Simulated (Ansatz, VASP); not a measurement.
**Ti: VASP beside Ansatz**

File INCAR:

```
SYSTEM = Ti
PREC     = Accurate       ! precision mode
ENCUT    = 520            ! plane-wave cutoff, eV
EDIFF    = 1E-7           ! SCF threshold, eV
ISMEAR   = 0              ! smearing method
SIGMA    = 0.15           ! smearing width, eV
LREAL    = .False.        ! projectors in reciprocal space
LASPH    = .True.         ! aspherical terms in the spheres
NELM     = 100            ! most SCF steps
ALGO     = Fast           ! electronic algorithm
ISIF     = 2              ! what is computed and relaxed
LWAVE    = .False.        ! write WAVECAR
LCHARG   = .False.        ! write CHGCAR
GGA      = PS             ! functional
NBANDS   = 12             ! bands
```

The input KPOINTS:

```
regular mesh
0
Gamma
  22 22 22
  0 0 0
```

File POSCAR:

```
Ti
1.0
   -1.4062655423      1.4062655423      2.2019305862
    1.4062655423     -1.4062655423      2.2019305862
    1.4062655423      1.4062655423     -2.2019305862
Ti
1
Direct
    0.0000000000      0.0000000000      0.0000000000
```

Input for Ansatz:

```yaml
crystal:
  lattice:
    - [-1.4062655423, 1.4062655423, 2.2019305862]
    - [1.4062655423, -1.4062655423, 2.2019305862]
    - [1.4062655423, 1.4062655423, -2.2019305862]
  atoms:
    - { symbol: Ti, position: [0.0, 0.0, 0.0] }
basis:
  ecutwfc: 520.0
kpoints:
  mp_grid: { grid: [22, 22, 22] }
hamiltonian:
  xc: pbesol
  pseudopotentials: { kind: paw, azcp: { folder: soft_1 } }
scf:
  occupations: { method: gaussian, width: 0.15 }
output:
  forces: true
  stress: true
  eigenvalues: true
```

Alike in both runs: task single point; functional PBEsol; k mesh 22 × 22 × 22; occupations gaussian, width 0.15 eV; no spin polarisation.

|  | VASP | Ansatz |
| --- | --- | --- |
| version | VASP 6.6.1 | Ansatz 0.2.0 |
| potentials or method | VASP PAW PBE potentials, release 64 (Ti_sv), cutoff 520 eV | scalar-relativistic, plane waves, PAW |
| valence electrons in the cell | 12 | 12 |

VASP gave:

* gap on the k mesh at the Fermi level (eV): none
* pressure (GPa): -4.9
* traceless stress, the component that is largest in VASP (GPa): -2.03

Task: Which values does Ansatz return?

Result: gap on the k mesh at the Fermi level (eV): none; pressure (GPa): -4.7; traceless stress, the component that is largest in VASP (GPa): -2.02.

VASP's potentials were made for PBE, not for PBEsol, and Ansatz warns of the same on its side. A gap of «none» marks a metal or a gap that the smearing closes. The functional is the same, so the differences come from potentials, cutoffs and numerics.
